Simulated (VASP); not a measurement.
Wanted: the native input for a VASP 6.6.1 run.

```yaml
Task: single point
Functional: PBEsol
Potentials_or_basis: VASP PAW PBE potentials, release 64 (Yb)
Cutoff: 520 eV
k_mesh: 6 × 6 × 3
Occupations: fermi-dirac, width 0.05 eV
Spin: collinear spin, ferromagnetic start
Starting_moments: "[1.0, 1.0] μB"
Dipole_correction: no
Further_INCAR_settings: ALGO = Normal; EDIFF = 1e-06; NBANDS = 35
```

The structure of Yb lies in POSCAR:

```
Yb
1.0
    3.8799000000      0.0000000000      0.0000000000
   -1.9399500000      3.3600919641      0.0000000000
    0.0000000000      0.0000000000      6.3859000000
Yb
2
Direct
    0.6666666667      0.3333333333      0.7500000000
    0.3333333333      0.6666666667      0.2500000000
```

The input as run:

INCAR

```
SYSTEM = Yb
ALGO = Normal
EDIFF = 1E-6
ENCUT = 520
GGA = PS
ISIF = 2
ISMEAR = -1
ISPIN = 2
LASPH = .TRUE.
LCHARG = .FALSE.
LMAXMIX = 6
LORBIT = 11
LREAL = .FALSE.
LWAVE = .FALSE.
MAGMOM = 1 1
NBANDS = 35
NELM = 150
PREC = Accurate
SIGMA = 0.05
```

KPOINTS

```
k-points
0
G
  6 6 3
  0 0 0
```

Potentials or basis: VASP PAW PBE potentials, release 64 (Yb).

Command:

```sh
$ cat potpaw_PBE.64/Yb/POTCAR > POTCAR
$ mpirun -np 1 vasp_std > vasp.out
```

Results of the run:

```
Pressure                                              : -3.2 GPa
Band gap on the k mesh                                : zero (filled and empty bands overlap)
Net moment                                            : 0.01 μB per cell
Valence electrons inside the program's atomic spheres : Yb 22.04
```

Caveat: the PAW data sets were made with another functional, which shifts forces and pressure a little; spin-orbit coupling is left out, which moves the levels of the heavy elements.

It took 6.3 min on 1 thread of Intel(R) Xeon(R) Platinum 8375C CPU @ 2.90GHz (Ice Lake) (shared host), peak memory 0.28 GiB.
